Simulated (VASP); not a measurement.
Wanted: the native input for a VASP 6.6.1 run.

```yaml
Task: single point
Functional: PBEsol
Potentials_or_basis: VASP PAW PBE potentials, release 64 (Al, N)
Cutoff: 520 eV
k_mesh: 9 × 9 × 6
Occupations: gaussian, width 0.05 eV
Spin: no spin polarisation
Dipole_correction: no
Further_INCAR_settings: ALGO = Normal; EDIFF = 1e-06; NBANDS = 16
```

The structure of AlN lies in POSCAR:

```
AlN
1.0
    3.3014407767      0.0000000000      0.0000000000
   -1.6507203884      2.8591315817      0.0000000000
    0.0000000000      0.0000000000      4.3056000000
Al N
2 2
Direct
    0.3333333333      0.6666666667      0.7500000000
    0.6666666667      0.3333333333      0.2500000000
    0.3333333333      0.6666666667      0.2500000000
    0.6666666667      0.3333333333      0.7500000000
```

The input as run:

INCAR

```
SYSTEM = AlN
PREC     = Accurate       ! precision mode
ENCUT    = 520            ! plane-wave cutoff, eV
EDIFF    = 1E-6           ! SCF threshold, eV
ISMEAR   = 0              ! smearing method
SIGMA    = 0.05           ! smearing width, eV
LREAL    = .FALSE.        ! projectors in reciprocal space
LASPH    = .TRUE.         ! aspherical terms in the spheres
NELM     = 100            ! most SCF steps
ALGO     = Normal         ! electronic algorithm
ISIF     = 2              ! what is computed and relaxed
LWAVE    = .FALSE.        ! write WAVECAR
LCHARG   = .TRUE.         ! write CHGCAR
GGA      = PS             ! functional
LELF     = .TRUE.         ! ELF
LVHAR    = .TRUE.       
NBANDS   = 16             ! bands
```

KPOINTS

```
Automatic mesh
0
G
  9 9 6
  0 0 0
```

Potentials or basis: VASP PAW PBE potentials, release 64 (Al, N).

Launch:

```console
$ cat potpaw_PBE.64/Al/POTCAR potpaw_PBE.64/N/POTCAR > POTCAR
$ mpirun -np 1 vasp_std > vasp.out
```

Results of the run:

* Pressure: -6.5 GPa
* Band gap on the k mesh: 2.95 eV, direct

Caveat: the PAW data sets were made with another functional, which shifts forces and pressure a little.

It took 24 s on 1 thread of Intel Xeon 6975P-C, with other jobs on the host, peak memory 0.17 GiB.
